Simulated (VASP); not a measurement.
# Si (Fmmm) in VASP: notebook, part 2 of 2

VASP 6.6.1. Earlier steps stand in the parts before.

### Step 3. Single point, LDA (strain +0.050 along x and y, +0.000 along z)

INCAR

```
SYSTEM = Si
PREC     = Accurate       ! precision mode
ENCUT    = 520            ! plane-wave cutoff, eV
EDIFF    = 1E-6           ! SCF threshold, eV
ISMEAR   = 0              ! smearing method
SIGMA    = 0.15           ! smearing width, eV
LREAL    = .FALSE.        ! projectors in reciprocal space
LASPH    = .TRUE.         ! aspherical terms in the spheres
NELM     = 60             ! most SCF steps
ALGO     = Normal         ! electronic algorithm
ISIF     = 2              ! what is computed and relaxed
LWAVE    = .FALSE.        ! write WAVECAR
LCHARG   = .FALSE.        ! write CHGCAR
NBANDS   = 26             ! bands
```

KPOINTS

```
regular mesh
0
G
  10 10 8
  0 0 0
```

POSCAR

```
Si
1.0
    4.7797439736     -2.5564417250      0.0000000000
    4.7797439736      2.5564417250      0.0000000000
    0.0000000000      0.0000000000      5.3276483681
Si
8
Direct
    0.5000000000      0.5000000000      0.7705063100
    0.5000000000      0.5000000000      0.2294936900
    1.0000000000      0.0000000000      0.2705063100
    0.0000000000      1.0000000000      0.7294936900
    0.7262158274      0.7262158274      0.5000000000
    0.2262158274      0.2262158274      0.0000000000
    0.2737841726      0.2737841726      0.5000000000
    0.7737841726      0.7737841726      0.0000000000
```

Potentials or basis: VASP PAW LDA potentials, release 64 (Si).

Launch:

```console
cat potpaw_LDA.64/Si/POTCAR > POTCAR
mpirun -np 1 vasp_std > vasp.out
```

OUTCAR:

```text
SYSTEM = Si
   PREC = Accurate
   ENCUT = 520
   EDIFF = 1E-6
   ISMEAR = 0
   LREAL = .FALSE.
   LASPH = .TRUE.
   NELM = 60
   ISIF = 2

 ion  position               nearest neighbor table
   1  0.500  0.500  0.771-   2 2.45   4 2.57   4 2.57   5 2.60   7 2.60   2 2.88   8 2.89   6 2.89

   2  0.500  0.500  0.229-   1 2.45   3 2.57   3 2.57   5 2.60   7 2.60   1 2.88   6 2.89   8 2.89

   3  0.000  0.000  0.271-   4 2.45   2 2.57   2 2.57   6 2.60   8 2.60   4 2.88   5 2.89   7 2.89
[... 7 lines left out ...]
   7  0.274  0.274  0.500-   5 2.60   5 2.60   1 2.60   2 2.60   6 2.70   6 2.70   3 2.89   4 2.89

   8  0.774  0.774  0.000-   6 2.60   6 2.60   3 2.60   4 2.60   5 2.70   5 2.70   1 2.89   2 2.89

  LATTYP: Found a base centered orthorhombic cell.
 ALAT       =     5.1128834500
 B/A-ratio  =     1.8696862623
 C/A-ratio  =     1.0420046575

  Lattice vectors:

 A1 = (  -4.7797439736,  -2.5564417250,   0.0000000000)
 A2 = (   4.7797439736,  -2.5564417250,   0.0000000000)
 A3 = (   0.0000000000,   0.0000000000,   5.3276483681)

Analysis of symmetry for initial positions (statically):
=====================================================================
 Subroutine PRICEL returns following result:

  LATTYP: Found a face centered orthorhombic cell.
 ALAT       =     5.1128834500
 B/A-ratio  =     1.0420046575
 C/A-ratio  =     1.8696862623

  Lattice vectors:

 A1 = (  -4.7797439736,   0.0000000000,   2.6638241840)
 A2 = (  -4.7797439736,  -2.5564417250,   0.0000000000)
 A3 = (   0.0000000000,  -2.5564417250,   2.6638241841)

   2 primitive cells build up your supercell.

 Routine SETGRP: Setting up the symmetry group for a
 base centered orthorhombic supercell.

 Subroutine GETGRP returns: Found  8 space group operations
 (whereof  8 operations were pure point group operations)
 out of a pool of  8 trial point group operations.
[... 152 lines left out ...]
  volume/ion in A,a.u.               =      16.27       109.83
  Fermi-wavevector in a.u.,A,eV,Ry     =   1.025470  1.937857 14.307722  1.051588
  Thomas-Fermi vector in A             =   2.159311
   LORBIT       =      0    0 simple, 1 ext, 2 COOP (PROOUT), +10 PAW based schemes
   GGA     = CA    functional components
   LHFCALC =     F    Hartree Fock is set to
   AEXX    =    0.0000 exact exchange contribution
   IVDW    =     0    specifies the selected vdW correction
   LEPSILON=     F    determine dielectric tensor
   LRPA    =     F    only Hartree local field effects (RPA)
 non-spin polarized calculation
 Gauss-broadening in eV      SIGMA  =   0.15
  energy-cutoff  :      520.00
  volume of cell :      130.20
 maximum number of plane-waves:      3528
   NGX = 21   NGY = 21   NGZ = 19

 number of electron      32.0000001 magnetization

 Free energy of the ion-electron system (eV)
  ---------------------------------------------------
  ext. energy  EPLUGINS =         0.00000000
  ---------------------------------------------------
  free energy    TOTEN  =       -45.51872590 eV

  energy without entropy =      -45.48461063  energy(sigma->0) =      -45.50166826

 E-fermi :   8.3109     XC(G=0): -10.7301

 val. band max:        8.3064986174   @ k =   0.3000   0.1000   0.1250
 cond. band min:       8.3178445787   @ k =   0.2000   0.1000   0.0000
 fundamental gap:      0.0113459612
 Fermi energy:         8.3109308047

 k-point     1 :       0.0000    0.0000    0.0000
  band No.  band energies     occupation
      1      -4.8588      2.00000
      2       0.0919      2.00000
      3       0.1103      2.00000
      4       0.7155      2.00000
      5       0.9188      2.00000
      6       1.1359      2.00000
[... 685 lines left out ...]
     25      12.1501      0.00000
     26      12.4500      0.00000

 [... further k-points ...]

------------------------ aborting loop because EDIFF is reached ----------------------------------------

  FORCE on cell =-STRESS in cart. coord.  units (eV):
  Direction    XX          YY          ZZ          XY          YZ          ZX
  --------------------------------------------------------------------------------------
  -------------------------------------------------------------------------------------
  Total       -7.3118680    -10.2517510     -4.1386651      0.0000000      0.0000000      0.0000000
  in kB      -89.9772773   -126.1544431    -50.9289572      0.0000000      0.0000000      0.0000000
  external PRESSURE =     -89.0202259 kB  Pullay stress =       0.0000000 kB

 VOLUME and BASIS-vectors are now :
 -----------------------------------------------------------------------------
  energy-cutoff  :      520.00
  volume of cell :      130.20
      direct lattice vectors                 reciprocal lattice vectors
     4.779743974 -2.556441725  0.000000000     0.104608113 -0.195584353  0.000000000
     4.779743974  2.556441725  0.000000000     0.104608113  0.195584353  0.000000000
     0.000000000  0.000000000  5.327648368     0.000000000  0.000000000  0.187700075

 POSITION                                       TOTAL-FORCE (eV/Angst)
 -----------------------------------------------------------------------------------
      4.77974      0.00000      4.10499        -0.000000      0.000000     -0.122774
      4.77974      0.00000      1.22266        -0.000000      0.000000      0.122774
      0.00000      0.00000      1.44116        -0.000000      0.000000     -0.122774
      0.00000      0.00000      3.88649        -0.000000      0.000000      0.122774
      6.94225      0.00000      2.66382        -0.105579      0.000000      0.000000
      2.16251      0.00000      0.00000        -0.105579      0.000000      0.000000
      2.61724      0.00000      2.66382         0.105579      0.000000      0.000000
      7.39698      0.00000      0.00000         0.105579      0.000000      0.000000
 -----------------------------------------------------------------------------------
    total drift:                                0.000000     -0.000000     -0.000000

  FREE ENERGIE OF THE ION-ELECTRON SYSTEM (eV)
  ---------------------------------------------------
  free  energy   TOTEN  =       -45.5187258962 eV

  energy  without entropy=      -45.4846106323  energy(sigma->0) =      -45.50166826
```

OSZICAR:

```text
N       E                     dE             d eps       ncg     rms          rms(c)
DAV:   1     0.513049557506E+02    0.51305E+02   -0.12390E+04  8060   0.104E+03
DAV:   2    -0.411064218834E+02   -0.92411E+02   -0.85327E+02  9896   0.147E+02
DAV:   3    -0.455890275127E+02   -0.44826E+01   -0.43301E+01 10566   0.279E+01
DAV:   4    -0.456492801497E+02   -0.60253E-01   -0.59999E-01 10004   0.397E+00
DAV:   5    -0.456500340385E+02   -0.75389E-03   -0.75337E-03 10400   0.410E-01    0.751E+00
DAV:   6    -0.455621422578E+02    0.87892E-01   -0.42287E-02 10120   0.965E-01    0.434E+00
DAV:   7    -0.455194361523E+02    0.42706E-01   -0.52920E-02  9612   0.926E-01    0.374E-01
DAV:   8    -0.455189477594E+02    0.48839E-03   -0.25217E-03 10058   0.260E-01    0.263E-01
DAV:   9    -0.455187266791E+02    0.22108E-03   -0.35708E-04  9850   0.850E-02    0.662E-02
DAV:  10    -0.455187275215E+02   -0.84238E-06   -0.16090E-05 10192   0.194E-02    0.283E-02
DAV:  11    -0.455187260142E+02    0.15073E-05   -0.22698E-06  7402   0.685E-03    0.658E-03
DAV:  12    -0.455187258962E+02    0.11797E-06   -0.73653E-07  5164   0.369E-03
   1 F= -.45518726E+02 E0= -.45501668E+02  d E =-.341153E-01
```

stdout:

```text
POSCAR found type information on POSCAR Si
 POSCAR found :  1 types and       8 ions
 scaLAPACK will be used
 LDA part: xc-table for (Slater(with rela. corr.)+CA(PZ))
 , standard interpolation
 POSCAR, INCAR and KPOINTS ok, starting setup
 FFT: planning ... GRIDC
 FFT: planning ... GRID_SOFT
 FFT: planning ... GRID
 WAVECAR not read
 entering main loop
```

Run time: 8.4 min. Hardware: 1 thread of Intel Xeon 8259CL, shared host; peak memory 0.44 GiB.

Results:

| Quantity | Value |
| --- | --- |
| Free energy | -45.5187 eV |
| Pressure | -8.9 GPa |
| Largest force | 0.123 eV/Å |
| Band gap on the k mesh | zero (bands 16 and 17 overlap by 2.49 eV) |

Forces in eV/Å, atoms in the order of the input:
```
Si   0.000  0.000 -0.123
Si   0.000  0.000  0.123
Si   0.000  0.000 -0.123
Si   0.000  0.000  0.123
Si  -0.106  0.000  0.000
Si  -0.106  0.000  0.000
Si   0.106  0.000  0.000
Si   0.106  0.000  0.000
```

Caveat: the cell differs from its parent crystal (strain +0.050 along x and y, +0.000 along z); the stress differs along the axes, from -13 to -5 GPa.
